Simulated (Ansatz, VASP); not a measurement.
## AlN: VASP beside Ansatz

Contents of POSCAR:

```
AlN
1.0
   -3.1066653462      0.0000000000      0.0000000000
    0.0000000000      0.0000000000     -4.9784048411
    0.0000000000     -5.3809022217      0.0000000000
Al N
4 4
Direct
    0.4919527863      0.9983070980      0.1666666667
   -0.0080472137      0.9983070980      0.6666666667
    0.0080472137      0.4983070980      0.3333333333
    0.5080472137      0.4983070980      0.8333333333
    0.5070647469      0.6166929020      0.1666666667
    0.0070647469      0.6166929020      0.6666666667
   -0.0070647469      0.1166929020      0.3333333333
    0.4929352531      0.1166929020      0.8333333333
```

INCAR.step1

```
SYSTEM = AlN
ALGO     = Normal         ! electronic algorithm
EDIFF    = 1E-4           ! SCF threshold, eV
ENCUT    = 520            ! plane-wave cutoff, eV
GGA      = PE             ! functional
ISMEAR   = 0              ! smearing method
LASPH    = .True.         ! aspherical terms in the spheres
LCHARG   = .False.        ! write CHGCAR
LREAL    = .False.        ! projectors in reciprocal space
LWAVE    = .True.         ! write WAVECAR
NBANDS   = 26             ! bands
NELM     = 60             ! most SCF steps
PREC     = Accurate       ! precision mode
SIGMA    = 0.05           ! smearing width, eV
```

Contents of INCAR.step2:

```
SYSTEM = AlN
ALGO     = Normal         ! electronic algorithm
EDIFF    = 1E-6           ! SCF threshold, eV
ENCUT    = 520            ! plane-wave cutoff, eV
ISIF     = 2              ! what is computed and relaxed
ISMEAR   = 0              ! smearing method
ISTART   = 1            
LASPH    = .True.         ! aspherical terms in the spheres
LCHARG   = .True.         ! write CHGCAR
LELF     = .True.         ! ELF
LMIXTAU  = .True.       
LREAL    = .False.        ! projectors in reciprocal space
LVHAR    = .True.       
LWAVE    = .False.        ! write WAVECAR
METAGGA  = R2SCAN         ! meta-GGA
NBANDS   = 26             ! bands
NELM     = 60             ! most SCF steps
PREC     = Accurate       ! precision mode
SIGMA    = 0.05           ! smearing width, eV
```

File KPOINTS:

```
k-points
0
Gamma
  8 6 4
  0 0 0
```

Input for Ansatz:

```yaml
crystal:
  lattice:
    - [-3.1066653462, 0.0, 0.0]
    - [0.0, 0.0, -4.9784048411]
    - [0.0, -5.3809022217, 0.0]
  atoms:
    - { symbol: Al, position: [0.4919527863, 0.998307098, 0.1666666667] }
    - { symbol: Al, position: [-0.0080472137, 0.998307098, 0.6666666667] }
    - { symbol: Al, position: [0.0080472137, 0.498307098, 0.3333333333] }
    - { symbol: Al, position: [0.5080472137, 0.498307098, 0.8333333333] }
    - { symbol: "N", position: [0.5070647469, 0.616692902, 0.1666666667] }
    - { symbol: "N", position: [0.0070647469, 0.616692902, 0.6666666667] }
    - { symbol: "N", position: [-0.0070647469, 0.116692902, 0.3333333333] }
    - { symbol: "N", position: [0.4929352531, 0.116692902, 0.8333333333] }
basis:
  ecutwfc: 500
kpoints:
  mp_grid: { grid: [8, 6, 4] }
hamiltonian:
  xc: r2scan
scf:
  occupations: { method: gaussian, width: 0.05 }
output:
  forces: true
  stress: true
  eigenvalues: true
```

Change from the starting cell: mode 5 (249.4 1/cm) frozen in, largest displacement +0.025 Å.

Alike in both runs: task single point; functional r2SCAN; k mesh 8 × 6 × 4; occupations gaussian, width 0.05 eV; no spin polarisation.

```csv
,VASP,Ansatz
version,VASP 6.6.1,Ansatz 0.2.0
potentials or method,"VASP PAW PBE potentials, release 64 (Al, N), cutoff 520 eV","scalar-relativistic, plane waves, PAW"
valence electrons in the cell,32,32
```

```tsv
	VASP	Ansatz	Ansatz less VASP
gap on the k mesh at the Fermi level (eV)	4.91	4.87	-0.040
least direct gap on the mesh (eV)	4.91	4.87	-0.040
pressure (GPa)	-0.4	0.0	+0.41
traceless stress, the component that is largest in VASP (GPa)	0.09	0.09	0.000
rms of the force components (eV/Å)	0.070	0.069	-0.0003
```

VASP's potentials were made for PBE, not for r2SCAN. Atom by atom the forces differ by 0.000 eV/Å (rms over components). The functional is the same, so the differences come from potentials, cutoffs and numerics.
